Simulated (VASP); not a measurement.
Write the native input for VASP 6.6.1 that does the following.

```yaml
Task: single point
Functional: r2SCAN
Potentials_or_basis: VASP PAW PBE potentials, release 64 (Ti_sv)
Cutoff: 520 eV
k_mesh: 24 × 24 × 14
Occupations: gaussian, width 0.15 eV
Spin: no spin polarisation
Dipole_correction: no
Further_INCAR_settings: ALGO = Normal; EDIFF = 1e-06; NBANDS = 19
```

The system is Ti.

```
CELL_PARAMETERS angstrom
3.01854 0.00000 0.00000
-1.50927 2.61413 0.00000
0.00000 0.00000 4.38551
ATOMIC_POSITIONS crystal
Ti 0.33333 0.66667 0.25000
Ti 0.66667 0.33333 0.75000
```

This cell differs from its parent crystal: ratio of the length along z to the lengths across it x 0.92, volume and fractional coordinates fixed.

One way to write it, as run:

POSCAR

```
Ti
1.0
    3.0185386297      0.0000000000      0.0000000000
   -1.5092693149      2.6141311356      0.0000000000
    0.0000000000      0.0000000000      4.3855094344
Ti
2
Direct
    0.3333333333      0.6666666667      0.2500000000
    0.6666666667      0.3333333333      0.7500000000
```

INCAR.step1

```
SYSTEM = Ti
ALGO = Normal ; EDIFF = 1E-4
ENCUT = 520 ; GGA = PE
ISMEAR = 0 ; LASPH = .True.
LCHARG = .False. ; LREAL = .False.
LWAVE = .True. ; NBANDS = 19
NELM = 60 ; PREC = Accurate
SIGMA = 0.15
```

INCAR.step2

```
SYSTEM = Ti
ALGO = Normal ; EDIFF = 1E-6
ENCUT = 520 ; ISIF = 2
ISMEAR = 0 ; ISTART = 1
LASPH = .True. ; LCHARG = .False.
LMIXTAU = .True. ; LREAL = .False.
LWAVE = .False. ; METAGGA = R2SCAN
NBANDS = 19 ; NELM = 60
PREC = Accurate ; SIGMA = 0.15
```

KPOINTS

```
k-points
0
Gamma
  24 24 14
  0 0 0
```

Potentials or basis: VASP PAW PBE potentials, release 64 (Ti_sv).

Launch:

```console
$ cat potpaw_PBE.64/Ti_sv/POTCAR > POTCAR
$ cp INCAR.step1 INCAR
$ mpirun -np 1 vasp_std > vasp.out
$ cp INCAR.step2 INCAR
$ mpirun -np 1 vasp_std > vasp.out
```

Results of the run:

```
Pressure               : 0.5 GPa
Band gap on the k mesh : zero (band 12 reaches 9.31 eV, above the bottom of band 13 at 8.04 eV)
```

Caveat: the PAW data sets were made with another functional, which shifts forces and pressure a little.

It took 5.9 min on 1 thread of Intel(R) Xeon(R) 6975P-C (Granite Rapids), with other jobs on the host, peak memory 0.37 GiB.
